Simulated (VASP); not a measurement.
Input of a VASP 6.6.1 run:

Contents of INCAR:

```
SYSTEM = Nb
PREC = Accurate
ENCUT = 520
EDIFF = 1E-7
ISMEAR = -1
SIGMA = 0.13605693000000002
LREAL = .False.
LASPH = .True.
NELM = 60
ALGO = Normal
ISIF = 2
LWAVE = .False.
LCHARG = .True.
LELF = .True.
LVHAR = .True.
NBANDS = 12
```

Contents of KPOINTS:

```
regular mesh
0
Gamma
  14 14 14
  0 0 0
```

POSCAR

```
Nb
1.0
   -1.6263854063      1.6263854063      1.6263854063
    1.6263854063     -1.6263854063      1.6263854063
    1.6263854063      1.6263854063     -1.6263854063
Nb
1
Direct
    0.0000000000      0.0000000000      0.0000000000
```

Potentials or basis: VASP PAW LDA potentials, release 64 (Nb_sv).

Command:

```sh
$ cat potpaw_LDA.64/Nb_sv/POTCAR > POTCAR
$ mpirun -np 1 vasp_std > vasp.out
```

(1) Estimate the pressure.

## Answers

(1) -0.6 GPa.
